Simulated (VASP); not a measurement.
# BeS (P6_3/mmc) in VASP: notebook, part 2 of 2

VASP 6.6.1. The steps go on from the part before.

## 3. Single point, LDA

Input file INCAR:

```
ALGO = Normal
EDIFF = 1E-6
ENCUT = 520
ISIF = 2
ISMEAR = 0
LASPH = T
LCHARG = F
LREAL = F
LWAVE = F
NBANDS = 16
NELM = 80
PREC = Accurate
SIGMA = 0.01
```

Input file KPOINTS:

```
k-points
0
Gamma
  12 12 4
```

Input file POSCAR:

```
BeS
1.0
    3.4621569796      0.0000000000      0.0000000000
   -1.7310784898      2.9983158962      0.0000000000
    0.0000000000      0.0000000000      6.9924342115
Be S
2 2
Direct
    0.3333333333      0.6666666667      0.2500000000
    0.6666666667      0.3333333333      0.7500000000
    0.6666666667      0.3333333333      0.2500000000
    0.3333333333      0.6666666667      0.7500000000
```

Potentials or basis: VASP PAW LDA potentials, release 64 (Be, S).

The run is started by

```sh
$ cat potpaw_LDA.64/Be/POTCAR potpaw_LDA.64/S/POTCAR > POTCAR
$ mpirun -np 1 vasp_std > vasp.out
```

OUTCAR:

```text
EDIFF = 1E-6
   ENCUT = 520
   ISIF = 2
   ISMEAR = 0
   LASPH = T
   LREAL = F
   NELM = 80
   PREC = Accurate

 ion  position               nearest neighbor table
   1  0.333  0.667  0.250-   3 2.00   3 2.00   3 2.00
   2  0.667  0.333  0.750-   4 2.00   4 2.00   4 2.00
   3  0.667  0.333  0.250-   1 2.00   1 2.00   1 2.00
   4  0.333  0.667  0.750-   2 2.00   2 2.00   2 2.00

  LATTYP: Found a hexagonal cell.
 ALAT       =     3.4621569796
 C/A-ratio  =     2.0196756683

  Lattice vectors:

 A1 = (   3.4621569796,   0.0000000000,   0.0000000000)
 A2 = (  -1.7310784898,   2.9983158962,   0.0000000000)
 A3 = (   0.0000000000,   0.0000000000,   6.9924342115)

Analysis of symmetry for initial positions (statically):
=====================================================================
 Subroutine PRICEL returns:
 Original cell was already a primitive cell.

 Routine SETGRP: Setting up the symmetry group for a
 hexagonal supercell.

 Subroutine GETGRP returns: Found 24 space group operations
 (whereof 12 operations were pure point group operations)
 out of a pool of 24 trial point group operations.

The static configuration has the point symmetry D_3d.
 The point group associated with its full space group is D_6h.

Analysis of symmetry for dynamics (positions and initial velocities):
=====================================================================
 Subroutine PRICEL returns:
 Original cell was already a primitive cell.

 Routine SETGRP: Setting up the symmetry group for a
 hexagonal supercell.

 Subroutine GETGRP returns: Found 24 space group operations
 (whereof 12 operations were pure point group operations)
 out of a pool of 24 trial point group operations.

The dynamic configuration has the point symmetry D_3d.
[... 116 lines left out ...]
   NUPDOWN=      -1.0000    fix difference up-down
   EMIN   =  10.00;   EMAX   =-10.00  energy-range for DOS
   EFERMI =   0.00;   METHOD = LEGACY
   ISMEAR =     0;   SIGMA  =   0.01  broadening in eV -4-tet -1-fermi 0-gaus
   EFERMI_NEDOS =   21; number of points for ismear=-14 and -15
   IALGO  =     38    algorithm
   IMIX   =      4    mixing-type and parameters
     AMIX     =   0.40;   BMIX     =  1.00
     AMIX_MAG =   1.60;   BMIX_MAG =  1.00
  volume/ion in A,a.u.               =      18.15       122.46
  Fermi-wavevector in a.u.,A,eV,Ry     =   0.988926  1.868800 13.306164  0.977975
  Thomas-Fermi vector in A             =   2.120488
   LORBIT       =      0    0 simple, 1 ext, 2 COOP (PROOUT), +10 PAW based schemes
   GGA     = CA    functional components
   LHFCALC =     F    Hartree Fock is set to
   AEXX    =    0.0000 exact exchange contribution
   IVDW    =     0    specifies the selected vdW correction
   LEPSILON=     F    determine dielectric tensor
   LRPA    =     F    only Hartree local field effects (RPA)
 non-spin polarized calculation
 Gauss-broadening in eV      SIGMA  =   0.01
  energy-cutoff  :      520.00
  volume of cell :       72.59
 maximum number of plane-waves:      1986
 NGX is ok and might be reduce to    28
   NGX = 13   NGY = 13   NGZ = 27

 number of electron      16.0000001 magnetization

 Free energy of the ion-electron system (eV)
  ---------------------------------------------------
  ext. energy  EPLUGINS =         0.00000000
  ---------------------------------------------------
  free energy    TOTEN  =       -21.18992400 eV

  energy without entropy =      -21.18992400  energy(sigma->0) =      -21.18992400

 E-fermi :   1.5740     XC(G=0):  -8.8859

 val. band max:        1.5162543773   @ k =   0.2500   0.1667   0.0000
 cond. band min:       5.2122996473   @ k =   0.5000  -0.0000   0.2500
 fundamental gap:      3.6960452700
 Fermi energy:         1.5740006866

 k-point     1 :       0.0000    0.0000    0.0000
  band No.  band energies     occupation
      1     -11.0027      2.00000
      2     -10.5504      2.00000
      3      -2.1005      2.00000
      4       0.6620      2.00000
      5       0.6620      2.00000
      6       0.8355      2.00000
[... 433 lines left out ...]
      3      -2.4476      2.00000
      4      -2.2813      2.00000
      5      -0.4629      2.00000
      6      -0.4223      2.00000
[... 8 lines left out ...]
     15      11.8172      0.00000
     16      12.0296      0.00000

 [... further k-points ...]
[... 5 lines left out ...]
  --------------------------------------------------------------------------------------
  -------------------------------------------------------------------------------------
  Total       -1.5747432     -1.5747432     -0.8020235      0.0000000     -0.0000000      0.0000000
  in kB      -34.7590424    -34.7590424    -17.7029297      0.0000000     -0.0000000      0.0000000
  external PRESSURE =     -29.0736715 kB  Pullay stress =       0.0000000 kB

 VOLUME and BASIS-vectors are now :
 -----------------------------------------------------------------------------
  energy-cutoff  :      520.00
  volume of cell :       72.59
      direct lattice vectors                 reciprocal lattice vectors
     3.462156980  0.000000000  0.000000000     0.288837279  0.166760281  0.000000000
    -1.731078490  2.998315896  0.000000000     0.000000000  0.333520561  0.000000000
     0.000000000  0.000000000  6.992434211     0.000000000  0.000000000  0.143011714

 POSITION                                       TOTAL-FORCE (eV/Angst)
 -----------------------------------------------------------------------------------
     -0.00000      1.99888      1.74811         0.000000      0.000000      0.000000
      1.73108      0.99944      5.24433         0.000000     -0.000000      0.000000
      1.73108      0.99944      1.74811         0.000000     -0.000000      0.000000
     -0.00000      1.99888      5.24433        -0.000000      0.000000      0.000000
 -----------------------------------------------------------------------------------
    total drift:                               -0.000000      0.000000     -0.000000

  FREE ENERGIE OF THE ION-ELECTRON SYSTEM (eV)
  ---------------------------------------------------
  free  energy   TOTEN  =       -21.1899239983 eV

  energy  without entropy=      -21.1899239983  energy(sigma->0) =      -21.18992400
```

Wall time 21 s (1 thread of Intel Xeon 6975P-C (Granite Rapids), shared host); peak memory 0.19 GiB.

What came out:

```yaml
Free_energy: -21.1899 eV
Pressure: -2.9 GPa
Band_gap_on_the_k_mesh: 3.70 eV, indirect (least direct gap 3.92 eV)
```

Levels at points of the mesh, in eV from the valence-band top:
```tsv
k point	band 6	band 7	band 8	band 9	band 10	band 11
(0.00, 0.00, 0.00)	-0.68	-0.66	-0.66	4.55	6.08	6.09
(0.50, 0.00, 0.00)	-2.02	-1.34	-0.18	3.94	4.80	5.33
(0.00, 0.00, 0.50)	-0.76	-0.76	-0.76	6.06	6.06	6.26
(0.50, 0.00, 0.50)	-2.16	-0.56	-0.56	3.90	3.90	5.17
```

## 4. Single point, PBE

Input file INCAR:

```
SYSTEM = BeS
  PREC = Accurate
  ENCUT = 520
  EDIFF = 1E-7
  ISMEAR = 0
  SIGMA = 0.01
  LREAL = .False.
  LASPH = .True.
  NELM = 60
  ALGO = Normal
  ISIF = 2
  LWAVE = .False.
  LCHARG = .True.
  GGA = PE
  LELF = .True.
  LVHAR = .True.
  NBANDS = 16
```

Input file KPOINTS:

```
Automatic mesh
0
Gamma
  12 12 4
  0 0 0
```

POSCAR is that of step 3.

Potentials or basis: VASP PAW PBE potentials, release 64 (Be, S).

The run is started by

```sh
$ cat potpaw_PBE.64/Be/POTCAR potpaw_PBE.64/S/POTCAR > POTCAR
$ mpirun -np 1 vasp_std > vasp.out
```

It took 29 s on 1 thread of Intel Xeon 6975P-C (Granite Rapids), shared host; peak memory 0.22 GiB.

Results (log left out):

```yaml
Free_energy: -19.2310 eV
Pressure: 0.5 GPa
Band_gap_on_the_k_mesh: 3.94 eV, indirect (least direct gap 4.14 eV)
```

Levels at points of the mesh, in eV from the valence-band top:
| k point | band 6 | band 7 | band 8 | band 9 | band 10 | band 11 |
| --- | --- | --- | --- | --- | --- | --- |
| (0.00, 0.00, 0.00) | -0.66 | -0.65 | -0.65 | 4.85 | 6.20 | 6.20 |
| (0.50, 0.00, 0.00) | -2.00 | -1.28 | -0.16 | 4.17 | 4.94 | 5.47 |
| (0.00, 0.00, 0.50) | -0.75 | -0.75 | -0.75 | 6.23 | 6.23 | 6.37 |
| (0.50, 0.00, 0.50) | -2.14 | -0.54 | -0.54 | 4.13 | 4.13 | 5.30 |

## 5. Single point, r2SCAN

POSCAR is that of step 4.

Input file INCAR.step1:

```
SYSTEM = BeS
ALGO     = Normal         ! electronic algorithm
EDIFF    = 1E-4           ! SCF threshold, eV
ENCUT    = 520            ! plane-wave cutoff, eV
GGA      = PE             ! functional
ISMEAR   = 0              ! smearing method
LASPH    = .True.         ! aspherical terms in the spheres
LCHARG   = .False.        ! write CHGCAR
LREAL    = .False.        ! projectors in reciprocal space
LWAVE    = .True.         ! write WAVECAR
NBANDS   = 16             ! bands
NELM     = 100            ! most SCF steps
PREC     = Accurate       ! precision mode
SIGMA    = 0.01           ! smearing width, eV
```

Input file INCAR.step2:

```
SYSTEM = BeS
ALGO     = Normal         ! electronic algorithm
EDIFF    = 1E-6           ! SCF threshold, eV
ENCUT    = 520            ! plane-wave cutoff, eV
ISIF     = 2              ! what is computed and relaxed
ISMEAR   = 0              ! smearing method
ISTART   = 1            
LASPH    = .True.         ! aspherical terms in the spheres
LCHARG   = .True.         ! write CHGCAR
LELF     = .True.         ! ELF
LMIXTAU  = .True.       
LREAL    = .False.        ! projectors in reciprocal space
LVHAR    = .True.       
LWAVE    = .False.        ! write WAVECAR
METAGGA  = R2SCAN         ! meta-GGA
NBANDS   = 16             ! bands
NELM     = 100            ! most SCF steps
PREC     = Accurate       ! precision mode
SIGMA    = 0.01           ! smearing width, eV
```

Input file KPOINTS:

```
k-points
0
Gamma
  12 12 4
  0 0 0
```

The run is started by

```sh
$ cat potpaw_PBE.64/Be/POTCAR potpaw_PBE.64/S/POTCAR > POTCAR
$ cp INCAR.step1 INCAR
$ mpirun -np 1 vasp_std > vasp.out
$ cp INCAR.step2 INCAR
$ mpirun -np 1 vasp_std > vasp.out
```

Wall time 2 min (1 thread of Intel Xeon 6975P-C (Granite Rapids), shared host); peak memory 0.23 GiB.

It converged, with:

| Item | Value |
| --- | --- |
| Free energy | -28.7862 eV |
| Pressure | -0.1 GPa |
| Band gap on the k mesh | 4.45 eV, indirect (least direct gap 4.66 eV) |

Stress tensor (GPa, compression positive):
```
-0.14  0.00  0.00
 0.00 -0.14  0.00
 0.00  0.00 -0.02
```

Levels at points of the mesh, in eV from the valence-band top:
| k point | band 5 | band 6 | band 7 | band 8 | band 9 | band 10 | band 11 | band 12 |
| --- | --- | --- | --- | --- | --- | --- | --- | --- |
| (0.00, 0.00, 0.00) | -0.85 | -0.66 | -0.66 | -0.66 | 5.49 | 6.77 | 6.77 | 6.95 |
| (0.50, 0.00, 0.00) | -2.33 | -2.04 | -1.28 | -0.16 | 4.68 | 5.48 | 6.07 | 6.26 |
| (0.00, 0.00, 0.50) | -0.76 | -0.76 | -0.76 | -0.76 | 6.95 | 6.95 | 6.95 | 6.95 |
| (0.50, 0.00, 0.50) | -2.19 | -2.19 | -0.54 | -0.54 | 4.65 | 4.65 | 5.86 | 5.86 |

Caveat: the PAW data sets were made with another functional, which shifts forces and pressure a little.

## 6. The runs side by side

```csv
level,potentials or basis,gap on the mesh (eV),pressure (GPa)
PBE,"VASP PAW PBE potentials, release 64 (Be, S)",3.94,0.5
LDA,"VASP PAW LDA potentials, release 64 (Be, S)",3.70,-2.9
r2SCAN,"VASP PAW PBE potentials, release 64 (Be, S)",4.45,-0.1
```

Alike in all rows: task single point; no spin polarisation; cell as given; k mesh 12 × 12 × 4; cutoff (eV) 520; smearing gaussian 0.01 eV.

Caveats: the PAW data sets were made with another functional, which shifts forces and pressure a little (some runs).

Total energies depend on the potentials used, so only differences within one code and one set of settings carry meaning.
